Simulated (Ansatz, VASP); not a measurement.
One calculation of Te7Se, two programs

```
CELL_PARAMETERS angstrom
0.00000 4.78079 4.78079
4.78079 0.00000 4.78079
4.78079 4.78079 0.00000
ATOMIC_POSITIONS crystal
Te 0.50000 0.00000 0.00000
Te 0.00000 0.50000 0.50000
Te 0.00000 0.50000 0.00000
Te 0.50000 0.00000 0.50000
Te 0.00000 0.00000 0.50000
Te 0.50000 0.50000 0.00000
Te 0.50000 0.50000 0.50000
Se 0.00000 0.00000 0.00000
```

Change from the starting cell: species swapped into the CePd7 type (Fm-3m, No. 225).

Alike in both runs: functional PBE; k mesh 4 × 4 × 4; occupations gaussian, width 0.1 eV; no spin polarisation.

Ansatz relaxed the structure, and its values are those at the end. VASP's run is a single point on that final structure, the one shown.

```csv
,VASP,Ansatz
version,VASP 6.6.1,Ansatz 0.2.0
potentials or method,"VASP PAW PBE potentials, release 64 (Te, Se), cutoff 520 eV","scalar-relativistic, plane waves, PAW"
valence electrons in the cell,48,128
```

```csv
,VASP,Ansatz,Ansatz less VASP
gap on the k mesh at the Fermi level (eV),none,none,-
pressure (GPa),-0.1,0.0,+0.09
```

A gap of «none» marks a metal or a gap that the smearing closes. VASP's potentials hold 48 valence electrons a cell and Ansatz's 128, so a difference there can come from the potentials and not from the codes.

Spin-orbit coupling is off throughout.
